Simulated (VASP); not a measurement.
# SiGe3 (I4/mmm) in VASP: further runs

The runs below take SiGe3 through single point, with PBE.

Program: VASP 6.6.1. These are calculated values, not measurements. Logs are shortened: lines on timing, memory, paths and dates and some standing lists are left out, and cuts for length are marked.

## (1) The cell of the first run

Symmetry: I4/mmm, No. 139, tetragonal system. The conventional cell has a = 4.180 Å, b = 4.180 Å, c = 8.361 Å, α = 90.00°, β = 90.00°, γ = 90.00°. Within 3.9 Å of Si (site symmetry 4/mmm) lie 12 Ge at 2.96 Å. Within 3.9 Å of Ge (site symmetry 4/mmm) lie 8 Ge at 2.96 Å and 4 Si at 2.96 Å. Ge (site symmetry -4m2) has 4 Si at 2.96 Å and 8 Ge at 2.96 Å within 3.9 Å.

## (2) Single point, PBE

Contents of INCAR:

```
SYSTEM = SiGe3
PREC     = Accurate       ! precision mode
ENCUT    = 520            ! plane-wave cutoff, eV
EDIFF    = 1E-7           ! SCF threshold, eV
ISMEAR   = 0              ! smearing method
SIGMA    = 0.1            ! smearing width, eV
LREAL    = .False.        ! projectors in reciprocal space
LASPH    = .True.         ! aspherical terms in the spheres
NELM     = 60             ! most SCF steps
ALGO     = Normal         ! electronic algorithm
ISIF     = 2              ! what is computed and relaxed
LWAVE    = .False.        ! write WAVECAR
LCHARG   = .False.        ! write CHGCAR
GGA      = PE             ! functional
NBANDS   = 31             ! bands
```

Contents of KPOINTS:

```
Automatic mesh
0
Gamma
  6 6 6
  0 0 0
```

Contents of POSCAR:

```
SiGe3
1.0
   -2.0901384900      2.0901384900      4.1802769700
    2.0901384900     -2.0901384900      4.1802769700
    2.0901384900      2.0901384900     -4.1802769700
Si Ge
1 3
Direct
    0.5000000000      0.5000000000      0.0000000000
    0.0000000000      0.0000000000      0.0000000000
    0.7500000000      0.2500000000      0.5000000000
    0.2500000000      0.7500000000      0.5000000000
```

Potentials or basis: VASP PAW PBE potentials, release 64 (Si, Ge_d).

The run is started by

```console
$ cat potpaw_PBE.64/Si/POTCAR potpaw_PBE.64/Ge_d/POTCAR > POTCAR
$ mpirun -np 1 vasp_std > vasp.out
```

OUTCAR:

```text
SYSTEM = SiGe3
   PREC = Accurate
   ENCUT = 520
   EDIFF = 1E-7
   ISMEAR = 0
   LREAL = .False.
   LASPH = .True.
   NELM = 60
   ISIF = 2
   GGA = PE

 ion  position               nearest neighbor table
   1  0.500  0.500  0.000-   4 2.96   3 2.96   3 2.96   4 2.96   3 2.96   4 2.96   4 2.96   3 2.96
                             2 2.96   2 2.96   2 2.96   2 2.96
   2  0.000  0.000  0.000-   1 2.96   1 2.96   1 2.96   1 2.96
   3  0.750  0.250  0.500-   1 2.96   1 2.96   1 2.96   1 2.96
   4  0.250  0.750  0.500-   1 2.96   1 2.96   1 2.96   1 2.96

  LATTYP: Found a body centered tetragonal cell.
 ALAT       =     4.1802769800
 C/A-ratio  =     1.9999999952

  Lattice vectors:

 A1 = (  -2.0901384900,   2.0901384900,   4.1802769700)
 A2 = (   2.0901384900,  -2.0901384900,   4.1802769700)
 A3 = (   2.0901384900,   2.0901384900,  -4.1802769700)

Analysis of symmetry for initial positions (statically):
=====================================================================
 Subroutine PRICEL returns:
 Original cell was already a primitive cell.

 Routine SETGRP: Setting up the symmetry group for a
 body centered tetragonal supercell.

 Subroutine GETGRP returns: Found 16 space group operations
 (whereof 16 operations were pure point group operations)
 out of a pool of 16 trial point group operations.

The static configuration has the point symmetry D_4h.

Analysis of symmetry for dynamics (positions and initial velocities):
=====================================================================
 Subroutine PRICEL returns:
 Original cell was already a primitive cell.

 Routine SETGRP: Setting up the symmetry group for a
 body centered tetragonal supercell.

 Subroutine GETGRP returns: Found 16 space group operations
 (whereof 16 operations were pure point group operations)
 out of a pool of 16 trial point group operations.

The dynamic configuration has the point symmetry D_4h.

 Subroutine INISYM returns: Found 16 space group operations
 (whereof 16 operations are pure point group operations),
 and found     1 'primitive' translations

----------------------------------------------------------------------------------------

                                     Primitive cell

  volume of cell :      73.0492

  direct lattice vectors                    reciprocal lattice vectors
    -2.090138490  2.090138490  4.180276970     0.000000000  0.239218598  0.119609299
     2.090138490 -2.090138490  4.180276970     0.239218598  0.000000000  0.119609299
     2.090138490  2.090138490 -4.180276970     0.239218598  0.239218598  0.000000000

  length of vectors
     5.119772784  5.119772784  5.119772784     0.267454524  0.267454524  0.338306186

  position of ions in fractional coordinates (direct lattice)
     0.500000000  0.500000000  0.000000000
     0.000000000  0.000000000  0.000000000
     0.750000000  0.250000000  0.500000000
     0.250000000  0.750000000  0.500000000

  ion indices of the primitive-cell ions
   primitive index   ion index
                 1           1
                 2           2
                 3           3
                 4           4

----------------------------------------------------------------------------------------

 KPOINTS: Automatic mesh

Automatic generation of k-mesh.
 Grid dimensions read from file:
 generate k-points for:    6    6    6

 Generating k-lattice:

  Cartesian coordinates                     Fractional coordinates (reciprocal lattice)
     0.000000000  0.039869766  0.019934883     0.166666667  0.000000000  0.000000000
     0.039869766  0.000000000  0.019934883     0.000000000  0.166666667  0.000000000
     0.039869766  0.039869766  0.000000000     0.000000000  0.000000000  0.166666667

  Length of vectors
     0.044575754  0.044575754  0.056384364

  Shift w.r.t. Gamma in fractional coordinates (k-lattice)
     0.000000000  0.000000000  0.000000000

 Subroutine IBZKPT returns following result:
 ===========================================

 Found     30 irreducible k-points:

 Following reciprocal coordinates:
            Coordinates               Weight
  0.000000  0.000000  0.000000      1.000000
  0.166667 -0.000000  0.000000      8.000000
  0.333333 -0.000000  0.000000      8.000000
  0.500000 -0.000000  0.000000      4.000000
  0.166667  0.166667  0.000000      8.000000
  0.333333  0.166667  0.000000     16.000000
[... 16 lines left out ...]
 -0.333333 -0.333333  0.166667      8.000000
 -0.166667 -0.333333  0.166667      8.000000
 [... further k-points ...]
   k-points           NKPTS =     30   k-points in BZ     NKDIM =     30   number of bands    NBANDS=     31
   number of dos      NEDOS =    301   number of ions     NIONS =      4
   total plane-waves  NPLWV =  64000
   dimension x,y,z NGX =    40 NGY =   40 NGZ =   40
   dimension x,y,z NGXF=    80 NGYF=   80 NGZF=   80
   ions per type =               1   3
   NGX,Y,Z   is equivalent  to a cutoff of  12.99, 12.99, 12.99 a.u.
   NGXF,Y,Z  is equivalent  to a cutoff of  25.98, 25.98, 25.98 a.u.
 SYSTEM =  SiGe3
   PREC   = accura    normal or accurate (medium, high low for compatibility)
   ISTART =      0    job   : 0-new  1-cont  2-samecut
   ICHARG =      2    charge: 1-file 2-atom 10-const
   ISPIN  =      1    spin polarized calculation?
   LNONCOLLINEAR =      F non collinear calculations
   LSORBIT =      F    spin-orbit coupling
   LASPH  =      T    aspherical Exc in radial PAW
   ENCUT  =  520.0 eV  38.22 Ry    6.18 a.u.   9.52  9.52  9.52*2*pi/ulx,y,z
   NELM   =     60;   NELMIN=  2; NELMDL= -5     # of ELM steps
   EDIFF  = 0.1E-06   stopping-criterion for ELM
   LREAL  =      F    real-space projection
   EDIFFG = 0.1E-05   stopping-criterion for IOM
   NSW    =      0    number of steps for IOM
   IBRION =     -1    ionic relax: 0-MD 1-quasi-New 2-CG
   NFREE  =      0    steps in history (QN), initial steepest desc. (CG)
   ISIF   =      2    stress and relaxation
   ISYM   =      2    0-nonsym 1-usesym 2-fastsym
   POTIM  = 0.5000    time-step for ionic-motion
   TEBEG  =    0.0;   TEEND  =   0.0 temperature during run
   PSTRESS=    0.0 pullay stress
   NELECT =      46.0000    total number of electrons
   NUPDOWN=      -1.0000    fix difference up-down
   EMIN   =  10.00;   EMAX   =-10.00  energy-range for DOS
   EFERMI =   0.00;   METHOD = LEGACY
   ISMEAR =     0;   SIGMA  =   0.10  broadening in eV -4-tet -1-fermi 0-gaus
   EFERMI_NEDOS =   21; number of points for ismear=-14 and -15
   IALGO  =     38    algorithm
   IMIX   =      4    mixing-type and parameters
     AMIX     =   0.40;   BMIX     =  1.00
     AMIX_MAG =   1.60;   BMIX_MAG =  1.00
  volume/ion in A,a.u.               =      18.26       123.24
  Fermi-wavevector in a.u.,A,eV,Ry     =   1.403209  2.651681 26.789813  1.968996
  Thomas-Fermi vector in A             =   2.525894
   LORBIT       =      0    0 simple, 1 ext, 2 COOP (PROOUT), +10 PAW based schemes
   GGA     = PE    functional components
   LHFCALC =     F    Hartree Fock is set to
   AEXX    =    0.0000 exact exchange contribution
   IVDW    =     0    specifies the selected vdW correction
   LEPSILON=     F    determine dielectric tensor
   LRPA    =     F    only Hartree local field effects (RPA)
 non-spin polarized calculation
 Gauss-broadening in eV      SIGMA  =   0.10
  energy-cutoff  :      520.00
  volume of cell :       73.05
 maximum number of plane-waves:      1986
 NGX is ok and might be reduce to    40
   NGX = 19   NGY = 19   NGZ = 19

 number of electron      46.0000015 magnetization

 Free energy of the ion-electron system (eV)
  ---------------------------------------------------
  ext. energy  EPLUGINS =         0.00000000
  ---------------------------------------------------
  free energy    TOTEN  =       -17.09838095 eV

  energy without entropy =      -17.07879873  energy(sigma->0) =      -17.08858984

 E-fermi :   7.2151     XC(G=0): -11.1651

 val. band max:        7.1714162823   @ k =   0.3333   0.1667   0.0000
 cond. band min:       7.2375468142   @ k =  -0.1667   0.3333   0.1667
 fundamental gap:      0.0661305318
 Fermi energy:         7.2151370647

 k-point     1 :       0.0000    0.0000    0.0000
  band No.  band energies     occupation
      1     -17.5849      2.00000
      2     -17.5476      2.00000
      3     -17.5403      2.00000
      4     -17.5403      2.00000
      5     -17.5393      2.00000
      6     -17.5163      2.00000
[... 23 lines left out ...]
     30      13.4795      0.00000
     31      16.3379      0.00000

 k-point     2 :       0.1667   -0.0000    0.0000
  band No.  band energies     occupation
      1     -17.5749      2.00000
      2     -17.5513      2.00000
      3     -17.5471      2.00000
      4     -17.5395      2.00000
      5     -17.5297      2.00000
      6     -17.5203      2.00000
[... 23 lines left out ...]
     30      14.7763      0.00000
     31      15.1450      0.00000

 k-point     3 :       0.3333   -0.0000    0.0000
  band No.  band energies     occupation
      1     -17.5571      2.00000
      2     -17.5527      2.00000
      3     -17.5476      2.00000
      4     -17.5299      2.00000
      5     -17.5230      2.00000
      6     -17.5099      2.00000
[... 23 lines left out ...]
     30      12.1630      0.00000
     31      15.1119      0.00000

 k-point     4 :       0.5000   -0.0000    0.0000
  band No.  band energies     occupation
      1     -17.5609      2.00000
      2     -17.5502      2.00000
      3     -17.5292      2.00000
      4     -17.5199      2.00000
      5     -17.5091      2.00000
      6     -17.5042      2.00000
[... 635 lines left out ...]
     30      10.5494      0.00000
     31      15.6072      0.00000

 k-point    23 :      -0.3333   -0.3333    0.1667
  band No.  band energies     occupation
      1     -17.5703      2.00000
      2     -17.5631      2.00000
      3     -17.5609      2.00000
      4     -17.5486      2.00000
      5     -17.5291      2.00000
      6     -17.5165      2.00000
[... 23 lines left out ...]
     30      13.7662      0.00000
     31      14.0661      0.00000

 k-point    24 :      -0.1667   -0.3333    0.1667
  band No.  band energies     occupation
      1     -17.5728      2.00000
      2     -17.5634      2.00000
      3     -17.5624      2.00000
      4     -17.5485      2.00000
      5     -17.5266      2.00000
      6     -17.5229      2.00000
[... 23 lines left out ...]
     30      13.0468      0.00000
     31      14.5814      0.00000

 [... further k-points ...]

------------------------ aborting loop because EDIFF is reached ----------------------------------------

  FORCE on cell =-STRESS in cart. coord.  units (eV):
  Direction    XX          YY          ZZ          XY          YZ          ZX
  --------------------------------------------------------------------------------------
  -------------------------------------------------------------------------------------
  Total        0.5678779      0.5678779      0.2741710      0.0000000      0.0000000      0.0000000
  in kB       12.4551914     12.4551914      6.0133572      0.0000000      0.0000000      0.0000000
  external PRESSURE =      10.3079133 kB  Pullay stress =       0.0000000 kB

 VOLUME and BASIS-vectors are now :
 -----------------------------------------------------------------------------
  energy-cutoff  :      520.00
  volume of cell :       73.05
      direct lattice vectors                 reciprocal lattice vectors
    -2.090138490  2.090138490  4.180276970     0.000000000  0.239218598  0.119609299
     2.090138490 -2.090138490  4.180276970     0.239218598  0.000000000  0.119609299
     2.090138490  2.090138490 -4.180276970     0.239218598  0.239218598  0.000000000

 POSITION                                       TOTAL-FORCE (eV/Angst)
 -----------------------------------------------------------------------------------
      0.00000      0.00000      4.18028         0.000000      0.000000      0.000000
      0.00000      0.00000      0.00000         0.000000      0.000000      0.000000
      0.00000      2.09014      2.09014        -0.000000      0.000000      0.000000
      2.09014      0.00000      2.09014         0.000000     -0.000000     -0.000000
 -----------------------------------------------------------------------------------
    total drift:                                0.000000     -0.000000     -0.000000

  FREE ENERGIE OF THE ION-ELECTRON SYSTEM (eV)
  ---------------------------------------------------
  free  energy   TOTEN  =       -17.0983809534 eV

  energy  without entropy=      -17.0787987332  energy(sigma->0) =      -17.08858984
```

Run time: 2.2 min. Hardware: 1 thread of Intel Xeon 8259CL, shared host; peak memory 0.26 GiB.

What came out:

```yaml
Free_energy: -17.0984 eV
Pressure: 1.0 GPa
Band_gap_on_the_k_mesh: zero (bands 23 and 24 overlap by 4.86 eV)
```

Stress tensor (GPa, compression positive):
```
1.25 0.00 0.00
0.00 1.25 0.00
0.00 0.00 0.60
```

(Part 1 of 2 ends here.)

The gap in the log of VASP goes by the Fermi energy; the results here count the filled bands.